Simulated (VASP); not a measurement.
Wanted: the native input for a VASP 6.6.1 run.

- Task: relaxation of cell and atoms
- Functional: r2SCAN
- Potentials or basis: VASP PAW PBE potentials, release 64 (Br)
- Cutoff: 600 eV
- k mesh: 6 × 6 × 6
- Occupations: fermi-dirac, width 0.02 eV
- Spin: no spin polarisation
- Target pressure: 20 GPa
- Dipole correction: no
- Further INCAR settings: ALGO = Normal; EDIFF = 1e-07; IBRION = 2; EDIFFG = -0.01; NSW = 80; ISIF = 3

Br:

```xyz
2
Lattice="0.0000 3.2400 3.2400 3.2400 0.0000 3.2400 3.2400 3.2400 0.0000" Properties=species:S:1:pos:R:3 pbc="T T T"
Br    0.0000    0.0000    0.0000
Br    1.6200    1.6200    1.6200
```

One way to write it, as run:

POSCAR

```
Br
1.0
    0.0000000000      3.2400000000      3.2400000000
    3.2400000000      0.0000000000      3.2400000000
    3.2400000000      3.2400000000      0.0000000000
Br
2
Direct
    0.0000000000      0.0000000000      0.0000000000
    0.2500000000      0.2500000000      0.2500000000
```

INCAR.step1

```
SYSTEM = Br
PREC = Accurate
ENCUT = 600
ISMEAR = -1
SIGMA = 0.02
LREAL = .False.
LASPH = .True.
NELM = 60
GGA = PE
ALGO = Normal
EDIFF = 1E-4
LWAVE = .True.
LCHARG = .False.
```

INCAR.step2

```
SYSTEM = Br
PREC = Accurate
ENCUT = 600
EDIFF = 1E-7
ISMEAR = -1
SIGMA = 0.02
LREAL = .False.
LASPH = .True.
NELM = 60
ALGO = Normal
ISIF = 3
LWAVE = .False.
LCHARG = .False.
METAGGA = R2SCAN
LMIXTAU = .True.
IBRION = 2
NSW = 80
EDIFFG = -0.01
PSTRESS = 200.0
ISTART = 1
```

KPOINTS

```
regular mesh
0
Gamma
  6 6 6
  0 0 0
```

Potentials or basis: VASP PAW PBE potentials, release 64 (Br).

Launch:

```sh
$ cat potpaw_PBE.64/Br/POTCAR > POTCAR
$ cp INCAR.step1 INCAR
$ mpirun -np 1 vasp_std > vasp.out
$ cp INCAR.step2 INCAR
$ mpirun -np 1 vasp_std > vasp.out
```

Results of the run:

```
Relaxed volume                                             : 27.32 Å³/atom
Relaxed cell                                               : a = 4.259 Å, b = 4.259 Å, c = 4.259 Å, α = 60.00°, β = 60.00°, γ = 60.00°
Space group after relaxing (to 0.1 Å)                      : Fd-3m (No. 227)
Energy change on relaxing (the run minimises the enthalpy) : +495.9 meV/atom
Ionic steps                                                : 7
Pressure after relaxing                                    : 20.0 GPa
Band gap on the k mesh                                     : zero (bands 7 and 8 overlap by 2.96 eV)
```

Caveat: the cell is relaxed towards a set pressure, so the run minimises the enthalpy, not the energy; the volume moved by over 15 % at a fixed basis, so the end points are rough; the PAW data sets were made with another functional, which shifts forces and pressure a little.

It took 6.5 min on 1 thread of Intel Xeon 6975P-C, on a shared host, peak memory 0.27 GiB.
